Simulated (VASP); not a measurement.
# Be3Pd2S (R-3m) in VASP: a series of runs, part 2 of 2

VASP 6.6.1. The steps go on from the part before.

**3. Single point, PBE**

This run uses another cell than the first one, of 13.88 Å³/atom.

The input, INCAR:

```
SYSTEM = Be3Pd2S
  PREC = Accurate
  ENCUT = 520
  EDIFF = 1E-7
  ISMEAR = 0
  SIGMA = 0.1
  LREAL = .False.
  LASPH = .True.
  NELM = 80
  ALGO = Normal
  ISIF = 2
  LWAVE = .False.
  LCHARG = .False.
  GGA = PE
  NBANDS = 25
```

The input, KPOINTS:

```
Automatic mesh
0
Gamma
  6 6 6
  0 0 0
```

The input, POSCAR:

```
Be3Pd2S
1.0
    2.3771285805      1.3724358258      4.2543346824
   -2.3771285805      1.3724358258      4.2543346824
    0.0000000000     -2.7448716517      4.2543346824
Be Pd S
3 2 1
Direct
    0.5000000000      0.5000000000      0.0000000000
    0.0000000000      0.5000000000      0.5000000000
    0.5000000000      0.0000000000      0.5000000000
    0.1896303776      0.1896303776      0.1896303776
    0.8103696224      0.8103696224      0.8103696224
    0.0000000000      0.0000000000      0.0000000000
```

Potentials or basis: VASP PAW PBE potentials, release 64 (Be, Pd, S).

Command:

```console
$ cat potpaw_PBE.64/Be/POTCAR potpaw_PBE.64/Pd/POTCAR potpaw_PBE.64/S/POTCAR > POTCAR
$ mpirun -np 1 vasp_std > vasp.out
```

OUTCAR:

```text
SYSTEM = Be3Pd2S
   PREC = Accurate
   ENCUT = 520
   EDIFF = 1E-7
   ISMEAR = 0
   LREAL = .False.
   LASPH = .True.
   NELM = 80
   ISIF = 2
   GGA = PE

 ion  position               nearest neighbor table
   1  0.500  0.500  0.000-   4 2.29   5 2.29   2 2.38   3 2.38   3 2.38   2 2.38   6 2.38   6 2.38

   2  0.000  0.500  0.500-   4 2.29   5 2.29   1 2.38   6 2.38   6 2.38   1 2.38   3 2.38   3 2.38

   3  0.500  0.000  0.500-   4 2.29   5 2.29   1 2.38   6 2.38   1 2.38   6 2.38   2 2.38   2 2.38

   4  0.190  0.190  0.190-   1 2.29   2 2.29   3 2.29   6 2.42   5 2.81   5 2.81   5 2.81
   5  0.810  0.810  0.810-   1 2.29   2 2.29   3 2.29   6 2.42   4 2.81   4 2.81   4 2.81
   6  0.000  0.000  0.000-   2 2.38   3 2.38   2 2.38   3 2.38   1 2.38   1 2.38   4 2.42   5 2.42

  LATTYP: Found a trigonal (rhomboedric) cell.
 ALAT       =     5.0629718520
 COS(alpha) =     0.5591160214

  Lattice vectors:

 A1 = (   2.3771285805,   1.3724358258,   4.2543346824)
 A2 = (  -2.3771285805,   1.3724358258,   4.2543346824)
 A3 = (   0.0000000000,  -2.7448716517,   4.2543346824)

Analysis of symmetry for initial positions (statically):
=====================================================================
 Subroutine PRICEL returns:
 Original cell was already a primitive cell.

 Routine SETGRP: Setting up the symmetry group for a
 trigonal (rhombohedral) supercell.

 Subroutine GETGRP returns: Found 12 space group operations
 (whereof 12 operations were pure point group operations)
 out of a pool of 12 trial point group operations.

The static configuration has the point symmetry D_3d.

Analysis of symmetry for dynamics (positions and initial velocities):
=====================================================================
 Subroutine PRICEL returns:
 Original cell was already a primitive cell.

 Routine SETGRP: Setting up the symmetry group for a
 trigonal (rhombohedral) supercell.

[... 134 lines left out ...]
  Fermi-wavevector in a.u.,A,eV,Ry     =   1.190188  2.249129 19.273303  1.416548
  Thomas-Fermi vector in A             =   2.326278
   LORBIT       =      0    0 simple, 1 ext, 2 COOP (PROOUT), +10 PAW based schemes
   GGA     = PE    functional components
   LHFCALC =     F    Hartree Fock is set to
   AEXX    =    0.0000 exact exchange contribution
   IVDW    =     0    specifies the selected vdW correction
   LEPSILON=     F    determine dielectric tensor
   LRPA    =     F    only Hartree local field effects (RPA)
 non-spin polarized calculation
 Gauss-broadening in eV      SIGMA  =   0.10
  energy-cutoff  :      520.00
  volume of cell :       83.28
 maximum number of plane-waves:      2259
 NGX is ok and might be reduce to    40
   NGX = 19   NGY = 19   NGZ = 19

 number of electron      31.9999999 magnetization

 Free energy of the ion-electron system (eV)
  ---------------------------------------------------
  ext. energy  EPLUGINS =         0.00000000
  ---------------------------------------------------
  free energy    TOTEN  =       -25.50314651 eV

  energy without entropy =      -25.49484208  energy(sigma->0) =      -25.49899430

 E-fermi :   6.6575     XC(G=0): -10.7222

 val. band max:        6.5953724632   @ k =   0.1667   0.0000  -0.0000
 cond. band min:       6.6706756320   @ k =  -0.3333   0.3333   0.3333
 fundamental gap:      0.0753031689
 Fermi energy:         6.6574649334

 k-point     1 :       0.0000    0.0000    0.0000
  band No.  band energies     occupation
      1      -8.0410      2.00000
      2       0.1355      2.00000
      3       0.1355      2.00000
      4       0.6448      2.00000
      5       1.7254      2.00000
      6       3.1575      2.00000
[... 661 lines left out ...]
     24      13.3649      0.00000
     25      15.5036      0.00000

 [... further k-points ...]

------------------------ aborting loop because EDIFF is reached ----------------------------------------

  FORCE on cell =-STRESS in cart. coord.  units (eV):
  Direction    XX          YY          ZZ          XY          YZ          ZX
  --------------------------------------------------------------------------------------
  -------------------------------------------------------------------------------------
  Total       -0.0049230     -0.0049230      0.0871225      0.0000000     -0.0000000      0.0000000
  in kB       -0.0947133     -0.0947133      1.6761512      0.0000000     -0.0000000      0.0000000
  external PRESSURE =       0.4955748 kB  Pullay stress =       0.0000000 kB

 VOLUME and BASIS-vectors are now :
 -----------------------------------------------------------------------------
  energy-cutoff  :      520.00
  volume of cell :       83.28
      direct lattice vectors                 reciprocal lattice vectors
     2.377128580  1.372435826  4.254334682     0.210337802  0.121438586  0.078351460
    -2.377128580  1.372435826  4.254334682    -0.210337802  0.121438586  0.078351460
     0.000000000 -2.744871652  4.254334682     0.000000000 -0.242877173  0.078351460

 POSITION                                       TOTAL-FORCE (eV/Angst)
 -----------------------------------------------------------------------------------
      0.00000      1.37244      4.25433        -0.000000      0.000000      0.000000
     -1.18856     -0.68622      4.25433         0.000000     -0.000000      0.000000
      1.18856     -0.68622      4.25433        -0.000000      0.000000      0.000000
      0.00000     -0.00000      2.42025        -0.000000      0.000000     -0.006102
      0.00000     -0.00000     10.34275        -0.000000     -0.000000      0.006102
      0.00000      0.00000      0.00000        -0.000000      0.000000      0.000000
 -----------------------------------------------------------------------------------
    total drift:                                0.000000     -0.000000      0.000000

  FREE ENERGIE OF THE ION-ELECTRON SYSTEM (eV)
  ---------------------------------------------------
  free  energy   TOTEN  =       -25.5031465149 eV

  energy  without entropy=      -25.4948420765  energy(sigma->0) =      -25.49899430
```

OSZICAR:

```text
N       E                     dE             d eps       ncg     rms          rms(c)
DAV:   1     0.146913148657E+03    0.14691E+03   -0.14330E+04  1600   0.114E+03
DAV:   2    -0.194325416595E+02   -0.16635E+03   -0.15127E+03  1826   0.241E+02
DAV:   3    -0.265925300326E+02   -0.71600E+01   -0.68602E+01  2091   0.513E+01
DAV:   4    -0.267147879293E+02   -0.12226E+00   -0.12198E+00  1886   0.750E+00
DAV:   5    -0.267173024825E+02   -0.25146E-02   -0.25139E-02  2066   0.110E+00    0.156E+01
DAV:   6    -0.259474181244E+02    0.76988E+00   -0.53004E+00  1859   0.201E+01    0.984E+00
DAV:   7    -0.255412795014E+02    0.40614E+00   -0.14064E+00  1767   0.115E+01    0.507E+00
DAV:   8    -0.255109746715E+02    0.30305E-01   -0.17368E-01  1956   0.203E+00    0.172E+00
DAV:   9    -0.255034696883E+02    0.75050E-02   -0.21389E-02  1947   0.133E+00    0.424E-01
DAV:  10    -0.255031949899E+02    0.27470E-03   -0.42217E-03  1755   0.401E-01    0.798E-02
DAV:  11    -0.255031470012E+02    0.47989E-04   -0.53636E-04  1908   0.180E-01    0.267E-02
DAV:  12    -0.255031449337E+02    0.20675E-05   -0.38709E-05  1901   0.537E-02    0.122E-02
DAV:  13    -0.255031465361E+02   -0.16023E-05   -0.44185E-06  1868   0.132E-02    0.364E-03
DAV:  14    -0.255031465149E+02    0.21119E-07   -0.18525E-07  1644   0.251E-03
   1 F= -.25503147E+02 E0= -.25498994E+02  d E =-.830444E-02
```

stdout:

```text
POSCAR found type information on POSCAR BePdS
 POSCAR found :  3 types and       6 ions
 scaLAPACK will be used
 LDA part: xc-table for (Slater+PW92), standard interpolation
 POSCAR, INCAR and KPOINTS ok, starting setup
 FFT: planning ... GRIDC
 FFT: planning ... GRID_SOFT
 FFT: planning ... GRID
 WAVECAR not read
 entering main loop
```

Run time: 46 s. Hardware: 1 thread of AMD EPYC 9R45 (Zen 5), shared host; peak memory 0.24 GiB.

Results:

| Quantity | Value |
| --- | --- |
| Free energy | -25.5031 eV |
| Pressure | 0.0 GPa |
| Largest force | 0.006 eV/Å |
| Band gap on the k mesh | zero (bands 16 and 17 overlap by 0.50 eV) |

Forces in eV/Å, atoms in the order of the input:
```
Be   0.000  0.000  0.000
Be   0.000  0.000  0.000
Be   0.000  0.000  0.000
Pd   0.000  0.000 -0.006
Pd   0.000  0.000  0.006
S    0.000  0.000  0.000
```

Levels at points of the mesh, in eV from the Fermi level:
```
           k point  band 12  band 13  band 14  band 15  band 16  band 17  band 18  band 19  band 20  band 21
(0.00, 0.00, 0.00)    -2.39    -2.39    -2.04    -2.04     0.18     1.58     1.85     1.85     1.89     5.64
(0.50, 0.00, 0.00)    -2.00    -1.90    -1.62    -1.52     0.18     0.75     1.06     3.14     3.15     3.58
(0.50, 0.50, 0.00)    -2.40    -2.06    -1.70    -1.32    -0.58     0.35     2.85     2.99     3.07     3.68
(0.50, 0.50, 0.50)    -2.91    -2.05    -2.05    -1.73    -1.14     1.55     2.51     2.51     4.53     4.53
```

**4. Relaxation of cell and atoms, PBE**

The input, INCAR:

```
SYSTEM = Be3Pd2S
PREC     = Accurate       ! precision mode
ENCUT    = 600            ! plane-wave cutoff, eV
EDIFF    = 1E-6           ! SCF threshold, eV
ISMEAR   = 0              ! smearing method
SIGMA    = 0.1            ! smearing width, eV
LREAL    = .FALSE.        ! projectors in reciprocal space
LASPH    = .TRUE.         ! aspherical terms in the spheres
NELM     = 100            ! most SCF steps
ALGO     = Normal         ! electronic algorithm
ISIF     = 3              ! what is computed and relaxed
LWAVE    = .FALSE.        ! write WAVECAR
LCHARG   = .FALSE.        ! write CHGCAR
GGA      = PE             ! functional
IBRION   = 2              ! ionic algorithm
NSW      = 90             ! ionic steps
EDIFFG   = -0.04          ! ionic threshold
```

The input, KPOINTS:

```
Automatic mesh
0
G
  6 6 6
  0 0 0
```

The input, POSCAR:

```
Be3Pd2S
1.0
    2.5588637600      1.4773606800      3.6637748500
   -2.5588637600      1.4773606800      3.6637748500
    0.0000000000     -2.9547213600      3.6637748500
Be Pd S
3 2 1
Direct
    0.5000000000      0.5000000000      0.0000000000
    0.0000000000      0.5000000000      0.5000000000
    0.5000000000      0.0000000000      0.5000000000
    0.2035507600      0.2035507600      0.2035507600
    0.7964492400      0.7964492400      0.7964492400
    0.0000000000      0.0000000000      0.0000000000
```

Command:

```console
$ cat potpaw_PBE.64/Be/POTCAR potpaw_PBE.64/Pd/POTCAR potpaw_PBE.64/S/POTCAR > POTCAR
$ mpirun -np 1 vasp_std > vasp.out
```

Wall time 5.6 min (1 thread of AMD EPYC 9R45 (Zen 5), shared host); peak memory 0.26 GiB.

The run converged. Its results:

| Quantity | Value |
| --- | --- |
| Free energy | -25.5017 eV |
| Relaxed volume | 13.86 Å³/atom |
| Relaxed cell | a = 5.070 Å, b = 5.070 Å, c = 5.070 Å, α = 55.79°, β = 55.79°, γ = 55.79° |
| Space group after relaxing (to 0.1 Å) | R-3m (No. 166) |
| Energy gained by relaxing | 176.2 meV/atom |
| Ionic steps | 12 |
| Pressure after relaxing | 0.0 GPa |
| Largest force after relaxing | 0.012 eV/Å |
| Band gap on the k mesh | zero (bands 16 and 17 overlap by 0.52 eV) |

Forces on the atoms (eV/Å):
```
Be   0.000  0.000  0.000
Be   0.000  0.000  0.000
Be   0.000  0.000  0.000
Pd   0.000  0.000  0.012
Pd   0.000  0.000 -0.012
S    0.000  0.000  0.000
```

Stress tensor (GPa, compression positive):
```
 0.03  0.00  0.00
 0.00  0.03  0.00
 0.00  0.00 -0.17
```

The path:
| step | energy change (eV) | largest force (eV/Å) | pressure (GPa) | volume (Å³) |
| --- | --- | --- | --- | --- |
| 1 | 0.0000 | 1.1580 | 16.45 | 83.10 |
| 2 | -0.5630 | 0.5129 | -8.44 | 101.11 |
| 3 | -0.7786 | 0.0217 | -1.97 | 94.06 |
| 4 | -0.8591 | 0.2249 | -1.53 | 92.24 |
| 5 | -0.9497 | 0.6353 | -0.23 | 88.50 |
| 6 | -0.8234 | 1.3535 | 5.09 | 80.71 |
| 7 | -0.9622 | 0.8035 | 0.60 | 86.79 |
| 8 | -1.0217 | 0.3990 | -1.10 | 86.05 |
| 9 | -1.0347 | 0.1755 | -1.99 | 85.51 |
| 10 | -1.0520 | 0.0103 | 1.33 | 81.91 |
| 11 | -1.0560 | 0.0742 | 0.25 | 82.94 |
| 12 | -1.0570 | 0.0118 | -0.04 | 83.16 |

Final structure:
```
CELL_PARAMETERS angstrom
2.37210 1.36953 4.26620
-2.37210 1.36953 4.26620
0.00000 -2.73907 4.26620
ATOMIC_POSITIONS crystal
Be 0.50000 0.50000 0.00000
Be 0.00000 0.50000 0.50000
Be 0.50000 0.00000 0.50000
Pd 0.18927 0.18927 0.18927
Pd 0.81073 0.81073 0.81073
S 0.00000 0.00000 0.00000
```

Levels at points of the mesh, in eV from the Fermi level:
```tsv
k point	band 13	band 14	band 15	band 16	band 17	band 18	band 19	band 20
(0.00, 0.00, 0.00)	-2.38	-2.05	-2.05	0.14	1.55	1.87	1.87	1.93
(0.50, 0.00, 0.00)	-1.90	-1.61	-1.50	0.19	0.73	1.07	3.16	3.17
(0.50, 0.50, 0.00)	-2.05	-1.67	-1.29	-0.58	0.35	2.87	2.98	3.08
(0.50, 0.50, 0.50)	-2.04	-2.04	-1.74	-1.12	1.53	2.52	2.52	4.55
```

**5. The runs side by side**

| task | cell | cutoff (eV) | gap on the mesh (eV) | pressure (GPa) | largest force (eV/Å) |
| --- | --- | --- | --- | --- | --- |
| single point | a = 4.707 Å, angles 65.9°, 6 atoms, atomic positions A | 520 | none | 16.4 | 1.16 |
| single point | a = 5.063 Å, angles 56.0°, 6 atoms, atomic positions B | 520 | none | 0.0 | 0.01 |
| relaxation of cell and atoms | relaxed from a = 4.707 Å, angles 65.9°, 6 atoms, atomic positions A | 600 | none | 0.0 | 0.01 |

Alike in all rows: level PBE; potentials or basis VASP PAW PBE potentials, release 64 (Be, Pd, S); no spin polarisation; k mesh 6 × 6 × 6; smearing gaussian 0.1 eV.

Caveats: the stress differs along the axes, from 8 to 33 GPa (at least some runs); forces of over 1 eV/Å act on the atoms, so gaps and moduli don't describe the material at rest (at least some runs).

Total energies depend on the potentials used, so only differences within one code and one set of settings carry meaning.

The gap in the log of VASP goes by the Fermi energy; the results here count the filled bands.